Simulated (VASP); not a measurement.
# TiAl3 (P6_3/mmc) in VASP: a series of runs, part 2 of 2

VASP 6.6.1. The steps go on from the part before.

**3. Single point, PBE, collinear spin**

File INCAR:

```
PREC = Accurate ; ENCUT = 520
EDIFF = 1E-6 ; ISMEAR = 0
SIGMA = 0.1 ; LREAL = False
LASPH = True ; NELM = 150
ALGO = Fast ; ISIF = 2
LWAVE = False ; LCHARG = False
ISPIN = 2 ; MAGMOM = 1 1 0 0 0 0 0 0
LORBIT = 11 ; LMAXMIX = 4
GGA = PE ; NBANDS = 35
```

File KPOINTS:

```
Automatic mesh
0
Gamma
  6 6 4
```

File POSCAR:

```
TiAl3
1.0
    5.5765835000      0.0000000000      0.0000000000
   -2.7882917000      4.8294629000      0.0000000000
    0.0000000000      0.0000000000      4.7158581000
Ti Al
2 6
Direct
    0.3333333000      0.6666667000      0.7500000000
    0.6666667000      0.3333333000      0.2500000000
    0.8342435000      0.6684870000      0.7500000000
    0.1657565000      0.3315130000      0.2500000000
    0.3315130000      0.1657565000      0.7500000000
    0.6684870000      0.8342435000      0.2500000000
    0.1657565000      0.8342435000      0.2500000000
    0.8342435000      0.1657565000      0.7500000000
```

Potentials or basis: VASP PAW PBE potentials, release 64 (Ti_sv, Al).

The run is started by

```sh
> cat potpaw_PBE.64/Ti_sv/POTCAR potpaw_PBE.64/Al/POTCAR > POTCAR
> mpirun -np 1 vasp_std > vasp.out
```

OUTCAR:

```text
PREC = Accurate
   ENCUT = 520
   EDIFF = 1E-6
   ISMEAR = 0
   LREAL = False
   LASPH = True
   NELM = 150
   ISIF = 2
   ISPIN = 2
   LORBIT = 11
   GGA = PE

 ion  position               nearest neighbor table
   1  0.333  0.667  0.750-   5 2.79   3 2.79   8 2.79   8 2.79   5 2.79   3 2.79   7 2.86   7 2.86
                             4 2.86   4 2.86   6 2.86   6 2.86
   2  0.667  0.333  0.250-   6 2.79   4 2.79   7 2.79   7 2.79   6 2.79   4 2.79   8 2.86   8 2.86
                             3 2.86   3 2.86   5 2.86   5 2.86
   3  0.834  0.668  0.750-   8 2.77   5 2.77   1 2.79   1 2.79   8 2.80   5 2.80   6 2.85   6 2.85
                             7 2.85   7 2.85   2 2.86   2 2.86
   4  0.166  0.332  0.250-   7 2.77   6 2.77   2 2.79   2 2.79   7 2.80   6 2.80   5 2.85   5 2.85
                             8 2.85   8 2.85   1 2.86   1 2.86
   5  0.332  0.166  0.750-   3 2.77   8 2.77   1 2.79   1 2.79   3 2.80   8 2.80   7 2.85   7 2.85
                             4 2.85   4 2.85   2 2.86   2 2.86
   6  0.668  0.834  0.250-   4 2.77   7 2.77   2 2.79   2 2.79   4 2.80   7 2.80   8 2.85   8 2.85
                             3 2.85   3 2.85   1 2.86   1 2.86
   7  0.166  0.834  0.250-   4 2.77   6 2.77   2 2.79   2 2.79   4 2.80   6 2.80   5 2.85   5 2.85
                             3 2.85   3 2.85   1 2.86   1 2.86
   8  0.834  0.166  0.750-   3 2.77   5 2.77   1 2.79   1 2.79   3 2.80   5 2.80   6 2.85   6 2.85
                             4 2.85   4 2.85   2 2.86   2 2.86

  LATTYP: Found a hexagonal cell.
 ALAT       =     5.5765835000
 C/A-ratio  =     0.8456536336

  Lattice vectors:

 A1 = (   5.5765835000,   0.0000000000,   0.0000000000)
 A2 = (  -2.7882917000,   4.8294629000,   0.0000000000)
 A3 = (   0.0000000000,   0.0000000000,   4.7158581000)

Analysis of symmetry for initial positions (statically):
=====================================================================
 Subroutine PRICEL returns:
 Original cell was already a primitive cell.

 Routine SETGRP: Setting up the symmetry group for a
 hexagonal supercell.

 Subroutine GETGRP returns: Found 24 space group operations
 (whereof 12 operations were pure point group operations)
 out of a pool of 24 trial point group operations.

The static configuration has the point symmetry D_3d.
 The point group associated with its full space group is D_6h.

Analysis of symmetry for dynamics (positions and initial velocities):
=====================================================================
 Subroutine PRICEL returns:
 Original cell was already a primitive cell.

 Routine SETGRP: Setting up the symmetry group for a
 hexagonal supercell.

 Subroutine GETGRP returns: Found 24 space group operations
 (whereof 12 operations were pure point group operations)
 out of a pool of 24 trial point group operations.

The dynamic configuration has the point symmetry D_3d.
 The point group associated with its full space group is D_6h.

Analysis of structural, dynamic, and magnetic symmetry:
=====================================================================
 Subroutine PRICEL returns:
 Original cell was already a primitive cell.

 Routine SETGRP: Setting up the symmetry group for a
 hexagonal supercell.

 Subroutine GETGRP returns: Found 24 space group operations
 (whereof 12 operations were pure point group operations)
 out of a pool of 24 trial point group operations.

The overall configuration has the point symmetry D_3d.
 The point group associated with its full space group is D_6h.

 Subroutine INISYM returns: Found 24 space group operations
 (whereof 12 operations are pure point group operations),
 and found     1 'primitive' translations

[... 125 lines left out ...]
  Thomas-Fermi vector in A             =   2.268793
   LORBIT       =     11    0 simple, 1 ext, 2 COOP (PROOUT), +10 PAW based schemes
   GGA     = PE    functional components
   LHFCALC =     F    Hartree Fock is set to
   AEXX    =    0.0000 exact exchange contribution
   IVDW    =     0    specifies the selected vdW correction
   LEPSILON=     F    determine dielectric tensor
   LRPA    =     F    only Hartree local field effects (RPA)
 spin polarized calculation
 RMM-DIIS sequential band-by-band and
 Gauss-broadening in eV      SIGMA  =   0.10
  energy-cutoff  :      520.00
  volume of cell :      127.01
 maximum number of plane-waves:      3455
 NGX is ok and might be reduce to    42
   NGX = 21   NGY = 21   NGZ = 17

 number of electron      42.0000003 magnetization      -0.0000997

 number of electron      42.0000003 magnetization       0.0000251

 Free energy of the ion-electron system (eV)
  ---------------------------------------------------
  ext. energy  EPLUGINS =         0.00000000
  ---------------------------------------------------
  free energy    TOTEN  =       -40.71064748 eV

  energy without entropy =      -40.68652384  energy(sigma->0) =      -40.69858566

 E-fermi :   8.7369     XC(G=0): -10.7280

 val. band max:        8.7178908786   @ k =   0.3333   0.1667   0.0000
 cond. band min:       8.7521570858   @ k =   0.3333   0.3333   0.5000
 fundamental gap:      0.0342662072
 Fermi energy:         8.7369472325

 spin component 1

 k-point     1 :       0.0000    0.0000    0.0000
  band No.  band energies     occupation
      1     -48.1503      1.00000
      2     -48.1483      1.00000
      3     -24.4902      1.00000
      4     -24.4902      1.00000
      5     -24.4773      1.00000
      6     -24.4773      1.00000
[... 745 lines left out ...]
     32      13.6008      0.00000
     33      13.7080      0.00000
 Fermi energy:         8.7369472325

 spin component 2

 k-point     1 :       0.0000    0.0000    0.0000
  band No.  band energies     occupation
      1     -48.1503      1.00000
      2     -48.1483      1.00000
      3     -24.4902      1.00000
      4     -24.4902      1.00000
      5     -24.4773      1.00000
      6     -24.4773      1.00000
[... 745 lines left out ...]
     32      13.6370      0.00000
     33      13.7080      0.00000
 [bands above 33 left out]

------------------------ aborting loop because EDIFF is reached ----------------------------------------

  FORCE on cell =-STRESS in cart. coord.  units (eV):
  Direction    XX          YY          ZZ          XY          YZ          ZX
  --------------------------------------------------------------------------------------
  -------------------------------------------------------------------------------------
  Total       -0.2813059     -0.2813059      0.4727106     -0.0000000     -0.0000000      0.0000000
  in kB       -3.5486374     -3.5486373      5.9631832     -0.0000000     -0.0000000      0.0000000
  external PRESSURE =      -0.3780305 kB  Pullay stress =       0.0000000 kB

 VOLUME and BASIS-vectors are now :
 -----------------------------------------------------------------------------
  energy-cutoff  :      520.00
  volume of cell :      127.01
      direct lattice vectors                 reciprocal lattice vectors
     5.576583500  0.000000000  0.000000000     0.179321264  0.103531180  0.000000000
    -2.788291700  4.829462900  0.000000000     0.000000000  0.207062363  0.000000000
     0.000000000  0.000000000  4.715858100     0.000000000  0.000000000  0.212050486

 POSITION                                       TOTAL-FORCE (eV/Angst)
 -----------------------------------------------------------------------------------
     -0.00000      3.21964      3.53689         0.000000     -0.000000      0.000000
      2.78829      1.60982      1.17896        -0.000000     -0.000000      0.000000
      2.78829      3.22843      3.53689        -0.000000     -0.092901      0.000000
      0.00000      1.60103      1.17896         0.000000      0.092901      0.000000
      1.38653      0.80051      3.53689         0.080455      0.046451      0.000000
      1.40176      4.02895      1.17896        -0.080455     -0.046451      0.000000
     -1.40176      4.02895      1.17896         0.080455     -0.046451      0.000000
      4.19005      0.80051      3.53689        -0.080455      0.046451      0.000000
 -----------------------------------------------------------------------------------
    total drift:                               -0.000130      0.000075      0.000003

  FREE ENERGIE OF THE ION-ELECTRON SYSTEM (eV)
  ---------------------------------------------------
  free  energy   TOTEN  =       -40.7106474821 eV

  energy  without entropy=      -40.6865238441  energy(sigma->0) =      -40.69858566

 total charge

# of ion       s       p       d       tot
------------------------------------------
    1        2.171   6.094   2.037  10.303
    2        2.171   6.094   2.037  10.303
    3        0.411   0.392   0.000   0.803
    4        0.411   0.392   0.000   0.803
    5        0.411   0.392   0.000   0.803
    6        0.411   0.392   0.000   0.803
    7        0.411   0.392   0.000   0.803
    8        0.411   0.392   0.000   0.803
--------------------------------------------------
tot          6.810  14.538   4.075  25.422

 magnetization (x)

# of ion       s       p       d       tot
------------------------------------------
    1        0.000   0.000   0.000   0.000
    2        0.000   0.000   0.000   0.000
    3        0.000  -0.000   0.000  -0.000
    4        0.000  -0.000   0.000  -0.000
    5        0.000  -0.000   0.000  -0.000
    6        0.000  -0.000   0.000  -0.000
    7        0.000  -0.000   0.000  -0.000
    8        0.000  -0.000   0.000  -0.000
--------------------------------------------------
tot          0.000  -0.000   0.000   0.000
```

Run time: 19 min. Hardware: 1 thread of Oxide Virtual Turin-like, shared host; peak memory 0.33 GiB.

Results:

```yaml
Free_energy: -40.7106 eV
Pressure: 0.0 GPa
Largest_force: 0.093 eV/Å
Band_gap_on_the_k_mesh: zero (filled and empty bands overlap)
Net_moment: 0.00 μB per cell
Valence_electrons_inside_the_program's_atomic_spheres: Ti 10.30; Al 0.80
```

Forces on the atoms (eV/Å):
```
Ti   0.000  0.000  0.000
Ti   0.000  0.000  0.000
Al   0.000 -0.093  0.000
Al   0.000  0.093  0.000
Al   0.080  0.046  0.000
Al  -0.080 -0.046  0.000
Al   0.080 -0.046  0.000
Al  -0.080  0.046  0.000
```

Stress tensor (GPa, compression positive):
```
-0.35  0.00  0.00
 0.00 -0.35  0.00
 0.00  0.00  0.60
```
